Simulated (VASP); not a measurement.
The system is LiNi3Pd.

```
Li Ni Pd
1.0
     3.74810    0.00000    0.00000
     0.00000    3.74810    0.00000
     0.00000    0.00000    3.74810
Li Ni Pd
1 3 1
Direct
  0.00000 0.00000 0.00000
  0.00000 0.50000 0.50000
  0.50000 0.00000 0.50000
  0.50000 0.50000 0.00000
  0.50000 0.50000 0.50000
```

* Program: VASP 6.6.1
* Task: relaxation of cell and atoms
* Functional: PBE
* Potentials or basis: VASP PAW PBE potentials, release 64 (Li_sv, Ni, Pd)
* Cutoff: 600 eV
* k mesh: 4 × 4 × 4
* Occupations: gaussian, width 0.1 eV
* Spin: no spin polarisation

At the start: pressure 155.8 GPa; volume 10.53 Å³/atom.

Problem. How do energy, volume and symmetry change on relaxing?

Solution. Over 4 steps the energy falls by 2490.6 meV/atom and the volume is 19.19 Å³/atom (+82.2 %); space group Pm-3m (No. 221, to 0.1 Å) before and after.

Step by step:
```
step  energy change (eV)  largest force (eV/Å)  pressure (GPa)  volume (Å³)
   1              0.0000                0.0000          155.81        52.65
   2             -7.8863                0.0000          -10.56       175.60
   3            -12.4367                0.0000           -4.17        98.57
   4            -12.4531                0.0000           -0.14        95.94
```

Final structure:
```
CELL_PARAMETERS angstrom
4.57783 0.00000 0.00000
0.00000 4.57783 0.00000
0.00000 0.00000 4.57783
ATOMIC_POSITIONS crystal
Li 0.00000 0.00000 0.00000
Ni 0.00000 0.50000 0.50000
Ni 0.50000 0.00000 0.50000
Ni 0.50000 0.50000 0.00000
Pd 0.50000 0.50000 0.50000
```

Caveat: the k points lie up to 0.34 Å⁻¹ apart in the final cell, too coarse for converged energies and pressures of a metal; the cutoff is under 1.25 times the usual one of these potentials, so pressure, stress and relaxed cells hold a basis-set (Pulay) error; the volume moved by over 15 % at a fixed basis, so the end points are rough.
